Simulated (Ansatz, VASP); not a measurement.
SiNi3: VASP beside Ansatz

INCAR

```
ALGO = Fast
EDIFF = 1E-7
ENCUT = 520
GGA = PS
ISIF = 2
ISMEAR = 0
LASPH = True
LCHARG = True
LELF = True
LREAL = False
LVHAR = True
LWAVE = False
NBANDS = 25
NELM = 60
PREC = Accurate
SIGMA = 0.15
```

KPOINTS

```
k-points
0
Gamma
  14 14 14
```

Contents of POSCAR:

```
SiNi3
1.0
    3.3747146160      0.0000000000      0.0000000000
    0.0000000000      3.3747146160      0.0000000000
    0.0000000000      0.0000000000      3.6343080480
Si Ni
1 3
Direct
    0.0000000000      0.0000000000      0.0000000000
    0.0000000000      0.5000000000      0.5000000000
    0.5000000000      0.0000000000      0.5000000000
    0.5000000000      0.5000000000      0.0000000000
```

Input for Ansatz:

```yaml
crystal:
  lattice:
    - [3.374714616, 0.0, 0.0]
    - [0.0, 3.374714616, 0.0]
    - [0.0, 0.0, 3.634308048]
  atoms:
    - { symbol: Si, position: [0.0, 0.0, 0.0] }
    - { symbol: Ni, position: [0.0, 0.5, 0.5] }
    - { symbol: Ni, position: [0.5, 0.0, 0.5] }
    - { symbol: Ni, position: [0.5, 0.5, 0.0] }
basis:
  ecutwfc: 420
kpoints:
  mp_grid: { grid: [14, 14, 14] }
hamiltonian:
  xc: pbesol
scf:
  occupations: { method: gaussian, width: 0.15 }
output:
  forces: true
  stress: true
  eigenvalues: true
```

Change from the starting cell: strain -0.025 along x and y, +0.050 along z, atoms carried along.

Alike in both runs: task single point; functional PBEsol; k mesh 14 × 14 × 14; occupations gaussian, width 0.15 eV; no spin polarisation.

|  | VASP | Ansatz |
| --- | --- | --- |
| version | VASP 6.6.1 | Ansatz 0.2.0 |
| potentials or method | VASP PAW PBE potentials, release 64 (Si, Ni), cutoff 520 eV | scalar-relativistic, plane waves, PAW |
| valence electrons in the cell | 34 | 58 |

VASP gave:

```
gap on the k mesh at the Fermi level (eV)                     : none
pressure (GPa)                                                : 1.2
traceless stress, the component that is largest in VASP (GPa) : -9.99
```

Which values does Ansatz return?

gap on the k mesh at the Fermi level (eV): none; pressure (GPa): 1.0; traceless stress, the component that is largest in VASP (GPa): -10.16.

VASP's potentials were made for PBE, not for PBEsol. A gap of «none» marks a metal or a gap that the smearing closes. VASP's potentials hold 34 valence electrons a cell and Ansatz's 58, so a difference there can come from the potentials and not from the codes.
